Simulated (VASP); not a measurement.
Input of a VASP 6.6.1 run:

Contents of INCAR:

```
PREC = Accurate
ENCUT = 520
EDIFF = 1E-6
ISMEAR = 0
SIGMA = 0.05
LREAL = False
LASPH = True
NELM = 80
ALGO = Normal
ISIF = 2
LWAVE = False
LCHARG = False
GGA = PE
NBANDS = 35
```

File KPOINTS:

```
regular mesh
0
Gamma
  6 6 8
```

File POSCAR:

```
SnO2
1.0
    4.8277932898      0.0000000000      0.0000000000
    0.0000000000      4.8278069739      0.0000000000
    0.0000000000      0.0000000000      3.2379014683
Sn O
2 4
Direct
    0.5000000000      0.5000000000      0.5000000000
    0.0000000000      0.0000000000      0.0000000000
    0.3311802080      0.2820256502      0.0000000000
    0.8311802080      0.2179743498      0.5000000000
    0.1688197920      0.7820256502      0.5000000000
    0.6688197920      0.7179743498      0.0000000000
```

Potentials or basis: VASP PAW PBE potentials, release 64 (Sn_d, O).

Launch:

```console
$ cat potpaw_PBE.64/Sn_d/POTCAR potpaw_PBE.64/O/POTCAR > POTCAR
$ mpirun -np 1 vasp_std > vasp.out
```

Predict the band gap on the k mesh.

0.90 eV (least direct gap 0.95 eV).

Estimate the pressure.

-0.5 GPa.

What does it give for the largest force?

0.157 eV/Å.

Forces in eV/Å, atoms in the order of the input:
```
Sn   0.000  0.000  0.000
Sn   0.000  0.000  0.000
O   -0.072  0.139  0.000
O   -0.072 -0.139  0.000
O    0.072  0.139  0.000
O    0.072 -0.139  0.000
```

Caveat: the cell differs from its parent crystal (atoms displaced along a vibrational mode); spin-orbit coupling is left out, which moves the levels of the heavy elements. A k mesh can miss the band edges.
